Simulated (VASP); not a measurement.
# Au (C2/c) in VASP: a series of runs

The runs below take Au through single point, with PBE.

Everything below comes from runs of VASP 6.6.1. Logs are shortened: lines on timing, memory, paths and dates and some standing lists are left out, and cuts for length are marked.

## 1. The cell of the first run

The typed cell holds 2 atoms: a = 4.945 Å, b = 4.945 Å, c = 2.960 Å, α = 90.01°, β = 90.01°, γ = 145.96°.

## 2. Single point, PBE (20.26 Å³/atom)

Contents of INCAR:

```
SYSTEM = Au
  PREC = Accurate
  ENCUT = 520
  EDIFF = 1E-7
  ISMEAR = -1
  SIGMA = 0.1
  LREAL = .FALSE.
  LASPH = .TRUE.
  NELM = 60
  ALGO = Normal
  ISIF = 2
  LWAVE = .FALSE.
  LCHARG = .FALSE.
  GGA = PE
  NBANDS = 18
```

Contents of KPOINTS:

```
regular mesh
0
G
  13 13 12
  0 0 0
```

Contents of POSCAR:

```
Au
1.0
   -3.1280455674      3.5591388345      1.4149198172
    3.5591388345     -3.1280455674      1.4149198172
    2.0461178901      2.0461178901     -0.6253717089
Au
2
Direct
    0.0074437139      0.9925562861      0.0000000000
    0.7425562861      0.2574437139      0.5000000000
```

Potentials or basis: VASP PAW PBE potentials, release 64 (Au).

Command:

```sh
> cat potpaw_PBE.64/Au/POTCAR > POTCAR
> mpirun -np 1 vasp_std > vasp.out
```

OUTCAR:

```text
SYSTEM = Au
   PREC = Accurate
   ENCUT = 520
   EDIFF = 1E-7
   ISMEAR = -1
   LREAL = .FALSE.
   LASPH = .TRUE.
   NELM = 60
   ISIF = 2
   GGA = PE

 ion  position               nearest neighbor table
   1  0.007  0.993  0.000-   2 2.91   2 2.91   2 3.04   2 3.04   2 3.04   2 3.04
   2  0.743  0.257  0.500-   1 2.91   1 2.91   1 3.04   1 3.04   1 3.04   1 3.04

  LATTYP: Found a base centered monoclinic cell.
 ALAT       =     2.8947668587
 B/A-ratio  =     3.2669666805
 C/A-ratio  =     1.0226916121
 COS(beta)  =    -0.0006495298

  Lattice vectors:

 A1 = (  -3.1280455674,   3.5591388345,   1.4149198172)
 A2 = (   3.5591388345,  -3.1280455674,   1.4149198172)
 A3 = (   2.0461178901,   2.0461178901,  -0.6253717089)

Analysis of symmetry for initial positions (statically):
=====================================================================
 Subroutine PRICEL returns:
 Original cell was already a primitive cell.

 Routine SETGRP: Setting up the symmetry group for a
 base centered monoclinic supercell.

 Subroutine GETGRP returns: Found  4 space group operations
 (whereof  2 operations were pure point group operations)
 out of a pool of  4 trial point group operations.

The static configuration has the point symmetry C_2 .
 The point group associated with its full space group is C_2h.

Analysis of symmetry for dynamics (positions and initial velocities):
=====================================================================
 Subroutine PRICEL returns:
 Original cell was already a primitive cell.

 Routine SETGRP: Setting up the symmetry group for a
 base centered monoclinic supercell.

 Subroutine GETGRP returns: Found  4 space group operations
 (whereof  2 operations were pure point group operations)
 out of a pool of  4 trial point group operations.

The dynamic configuration has the point symmetry C_2 .
 The point group associated with its full space group is C_2h.

 Subroutine INISYM returns: Found  4 space group operations
 (whereof  2 operations are pure point group operations),
 and found     1 'primitive' translations

----------------------------------------------------------------------------------------

                                     Primitive cell

  volume of cell :      40.5229

  direct lattice vectors                    reciprocal lattice vectors
    -3.128045567  3.559138835  1.414919817    -0.023169676  0.126370091  0.337655528
     3.559138835 -3.128045567  1.414919817     0.126370091 -0.023169676  0.337655528
     2.046117890  2.046117890 -0.625371709     0.233493632  0.233493632 -0.071140097

  length of vectors
     4.945112375  4.945112375  2.960453785     0.361272044  0.361272044  0.337786125

  position of ions in fractional coordinates (direct lattice)
     0.007443714  0.992556286  1.000000000
     0.742556286  0.257443714  0.500000000

  ion indices of the primitive-cell ions
   primitive index   ion index
                 1           1
                 2           2

----------------------------------------------------------------------------------------

 KPOINTS: regular mesh

Automatic generation of k-mesh.
 Grid dimensions read from file:
 generate k-points for:   13   13   12

 Generating k-lattice:

  Cartesian coordinates                     Fractional coordinates (reciprocal lattice)
    -0.001782283  0.009720776  0.025973502     0.076923077  0.000000000  0.000000000
     0.009720776 -0.001782283  0.025973502     0.000000000  0.076923077  0.000000000
     0.019457803  0.019457803 -0.005928341     0.000000000  0.000000000  0.083333333

  Length of vectors
     0.027790157  0.027790157  0.028148844

  Shift w.r.t. Gamma in fractional coordinates (k-lattice)
     0.000000000  0.000000000  0.000000000

 Subroutine IBZKPT returns following result:
 ===========================================

 Found    553 irreducible k-points:

 Following reciprocal coordinates:
            Coordinates               Weight
  0.000000  0.000000  0.000000      1.000000
  0.076923  0.000000  0.000000      4.000000
  0.153846  0.000000 -0.000000      4.000000
  0.230769  0.000000 -0.000000      4.000000
  0.307692  0.000000 -0.000000      4.000000
  0.384615  0.000000 -0.000000      4.000000
[... 16 lines left out ...]
  0.384615  0.153846  0.000000      4.000000
  0.461538  0.153846  0.000000      4.000000
 [... further k-points ...]
   k-points           NKPTS =    553   k-points in BZ     NKDIM =    553   number of bands    NBANDS=     18
   number of dos      NEDOS =    301   number of ions     NIONS =      2
   total plane-waves  NPLWV =  38400
   dimension x,y,z NGX =    40 NGY =   40 NGZ =   24
   dimension x,y,z NGXF=    80 NGYF=   80 NGZF=   48
   ions per type =               2
   NGX,Y,Z   is equivalent  to a cutoff of  13.45, 13.45, 13.48 a.u.
   NGXF,Y,Z  is equivalent  to a cutoff of  26.89, 26.89, 26.95 a.u.
 SYSTEM =  Au
   PREC   = accura    normal or accurate (medium, high low for compatibility)
   ISTART =      0    job   : 0-new  1-cont  2-samecut
   ICHARG =      2    charge: 1-file 2-atom 10-const
   ISPIN  =      1    spin polarized calculation?
   LNONCOLLINEAR =      F non collinear calculations
   LSORBIT =      F    spin-orbit coupling
   LASPH  =      T    aspherical Exc in radial PAW
   ENCUT  =  520.0 eV  38.22 Ry    6.18 a.u.   9.19  9.19  5.50*2*pi/ulx,y,z
   NELM   =     60;   NELMIN=  2; NELMDL= -5     # of ELM steps
   EDIFF  = 0.1E-06   stopping-criterion for ELM
   LREAL  =      F    real-space projection
   EDIFFG = 0.1E-05   stopping-criterion for IOM
   NSW    =      0    number of steps for IOM
   IBRION =     -1    ionic relax: 0-MD 1-quasi-New 2-CG
   NFREE  =      0    steps in history (QN), initial steepest desc. (CG)
   ISIF   =      2    stress and relaxation
   ISYM   =      2    0-nonsym 1-usesym 2-fastsym
   POTIM  = 0.5000    time-step for ionic-motion
   TEBEG  =    0.0;   TEEND  =   0.0 temperature during run
   PSTRESS=    0.0 pullay stress
   NELECT =      22.0000    total number of electrons
   NUPDOWN=      -1.0000    fix difference up-down
   EMIN   =  10.00;   EMAX   =-10.00  energy-range for DOS
   EFERMI =   0.00;   METHOD = LEGACY
   ISMEAR =    -1;   SIGMA  =   0.10  broadening in eV -4-tet -1-fermi 0-gaus
   EFERMI_NEDOS =   21; number of points for ismear=-14 and -15
   IALGO  =     38    algorithm
   IMIX   =      4    mixing-type and parameters
     AMIX     =   0.40;   BMIX     =  1.00
     AMIX_MAG =   1.60;   BMIX_MAG =  1.00
  volume/ion in A,a.u.               =      20.26       136.73
  Fermi-wavevector in a.u.,A,eV,Ry     =   1.335516  2.523759 24.267384  1.783602
  Thomas-Fermi vector in A             =   2.464214
   LORBIT       =      0    0 simple, 1 ext, 2 COOP (PROOUT), +10 PAW based schemes
   GGA     = PE    functional components
   LHFCALC =     F    Hartree Fock is set to
   AEXX    =    0.0000 exact exchange contribution
   IVDW    =     0    specifies the selected vdW correction
   LEPSILON=     F    determine dielectric tensor
   LRPA    =     F    only Hartree local field effects (RPA)
 non-spin polarized calculation
  energy-cutoff  :      520.00
  volume of cell :       40.52
 maximum number of plane-waves:      1114
 NGX is ok and might be reduce to    40
   NGX = 19   NGY = 19   NGZ = 11

 number of electron      21.9999999 magnetization

 Free energy of the ion-electron system (eV)
  ---------------------------------------------------
  ext. energy  EPLUGINS =         0.00000000
  ---------------------------------------------------
  free energy    TOTEN  =        -6.26191947 eV

  energy without entropy =       -6.24214547  energy(sigma->0) =       -6.25203247

 E-fermi :   6.8135     XC(G=0): -11.6536

 val. band max:        6.8119692050   @ k =   0.4615   0.0000   0.1667
 cond. band min:       6.8186315135   @ k =  -0.0769   0.0769   0.5000
 fundamental gap:      0.0066623086
 Fermi energy:         6.8135257663

 k-point     1 :       0.0000    0.0000    0.0000
  band No.  band energies     occupation
      1      -1.3685      2.00000
      2       0.9774      2.00000
      3       1.4995      2.00000
      4       1.9674      2.00000
      5       2.8816      2.00000
      6       3.3317      2.00000
[... 10 lines left out ...]
     17      22.1579      0.00000
     18      23.4363      0.00000

 k-point     2 :       0.0769    0.0000    0.0000
  band No.  band energies     occupation
      1      -1.2317      2.00000
      2       1.0321      2.00000
      3       1.6115      2.00000
      4       2.0594      2.00000
      5       2.9074      2.00000
      6       3.3296      2.00000
[... 10 lines left out ...]
     17      22.3162      0.00000
     18      24.1277      0.00000

 k-point     3 :       0.1538    0.0000   -0.0000
  band No.  band energies     occupation
      1      -0.8435      2.00000
      2       1.1625      2.00000
      3       1.9344      2.00000
      4       2.3392      2.00000
      5       2.9785      2.00000
      6       3.3274      2.00000
[... 10 lines left out ...]
     17      22.6404      0.00000
     18      24.0532      0.00000

 k-point     4 :       0.2308    0.0000   -0.0000
  band No.  band energies     occupation
      1      -0.2811      2.00000
      2       1.3196      2.00000
      3       2.3818      2.00000
      4       2.6210      2.00000
      5       3.0278      2.00000
      6       3.0745      2.00000
[... 375 lines left out ...]
      4       2.7605      2.00000
      5       3.1302      2.00000
      6       3.1416      2.00000
[... 10 lines left out ...]
     17      22.7835      0.00000
     18      22.8529      0.00000

 k-point    23 :       0.3846    0.1538    0.0000
  band No.  band energies     occupation
      1       0.9400      2.00000
      2       1.4500      2.00000
      3       2.2651      2.00000
      4       2.8252      2.00000
      5       3.1783      2.00000
      6       3.2531      2.00000
[... 10 lines left out ...]
     17      22.1306      0.00000
     18      23.2969      0.00000

 k-point    24 :       0.4615    0.1538    0.0000
  band No.  band energies     occupation
      1       0.9374      2.00000
      2       1.3541      2.00000
      3       2.2553      2.00000
      4       2.8456      2.00000
      5       3.2751      2.00000
      6       3.3303      2.00000
[... 10 lines left out ...]
     17      22.4492      0.00000
     18      22.8386      0.00000

 [... further k-points ...]
[... 5 lines left out ...]
  --------------------------------------------------------------------------------------
  -------------------------------------------------------------------------------------
  Total       -2.1387298     -2.1387298     -1.8302264     -0.1282218      0.0705814      0.0705813
  in kB      -84.5602804    -84.5602804    -72.3627897     -5.0695849      2.7906198      2.7906184
  external PRESSURE =     -80.4944502 kB  Pullay stress =       0.0000000 kB

 VOLUME and BASIS-vectors are now :
 -----------------------------------------------------------------------------
  energy-cutoff  :      520.00
  volume of cell :       40.52
      direct lattice vectors                 reciprocal lattice vectors
    -3.128045567  3.559138835  1.414919817    -0.023169676  0.126370091  0.337655528
     3.559138835 -3.128045567  1.414919817     0.126370091 -0.023169676  0.337655528
     2.046117890  2.046117890 -0.625371709     0.233493632  0.233493632 -0.071140097

 POSITION                                       TOTAL-FORCE (eV/Angst)
 -----------------------------------------------------------------------------------
      3.50936     -3.07827      1.41492        -0.028900      0.028900     -0.000000
     -0.38341      2.86062      1.10223         0.028900     -0.028900      0.000000
 -----------------------------------------------------------------------------------
    total drift:                               -0.000000      0.000000     -0.000000

  FREE ENERGIE OF THE ION-ELECTRON SYSTEM (eV)
  ---------------------------------------------------
  free  energy   TOTEN  =        -6.2619194721 eV

  energy  without entropy=       -6.2421454677  energy(sigma->0) =       -6.25203247
```

Run time: 11 min. Hardware: 1 thread of Intel Xeon 8259CL, shared host; peak memory 0.45 GiB.

Results:

| Quantity | Value |
| --- | --- |
| Free energy | -6.2619 eV |
| Pressure | -8.0 GPa |
| Largest force | 0.041 eV/Å |
| Band gap on the k mesh | zero (bands 11 and 12 overlap by 5.33 eV) |

Forces in eV/Å, atoms in the order of the input:
```
Au  -0.029  0.029  0.000
Au   0.029 -0.029  0.000
```

Caveat: the cell stands under tension; spin-orbit coupling is left out, which moves the levels of the heavy elements.

## 3. Single point, PBE

This run uses another cell than the first one, of 18.76 Å³/atom.

Contents of INCAR:

```
PREC = Accurate
ENCUT = 520
EDIFF = 1E-7
ISMEAR = -1
SIGMA = 0.1
LREAL = F
LASPH = T
NELM = 100
ALGO = Normal
ISIF = 2
LWAVE = F
LCHARG = T
GGA = PE
LELF = T
LVHAR = T
ISYM = 0
NBANDS = 18
```

Contents of KPOINTS:

```
regular mesh
0
Gamma
  13 13 9
```

Contents of POSCAR:

```
Au
1.0
   -3.0488202417      3.4689950283      1.3790835479
    3.4689950283     -3.0488202417      1.3790835479
    1.9942950017      1.9942950017     -0.6095326566
Au
2
Direct
    0.0074437139      0.9925562861      0.0000000000
    0.7425562861      0.2574437139      0.5000000000
```

Potentials or basis: VASP PAW PBE potentials, release 64 (Au).

Command:

```sh
> cat potpaw_PBE.64/Au/POTCAR > POTCAR
> mpirun -np 1 vasp_std > vasp.out
```

Wall time 12 min (1 thread of Intel Xeon 8259CL, shared host); peak memory 0.52 GiB.

It converged, with:

```yaml
Free_energy: -6.3472 eV
Pressure: -0.2 GPa
Band_gap_on_the_k_mesh: zero (bands 11 and 12 overlap by 4.97 eV)
```

Forces on the atoms (eV/Å):
```
Au  -0.002  0.002  0.000
Au   0.002 -0.002  0.000
```

Levels at points of the mesh, in eV from the Fermi level:
| k point | band 9 | band 10 | band 11 | band 12 | band 13 | band 14 |
| --- | --- | --- | --- | --- | --- | --- |
| (0.00, 0.00, 0.00) | -2.20 | -1.98 | -1.43 | 0.28 | 3.60 | 11.00 |

Caveat: spin-orbit coupling is left out, which moves the levels of the heavy elements.
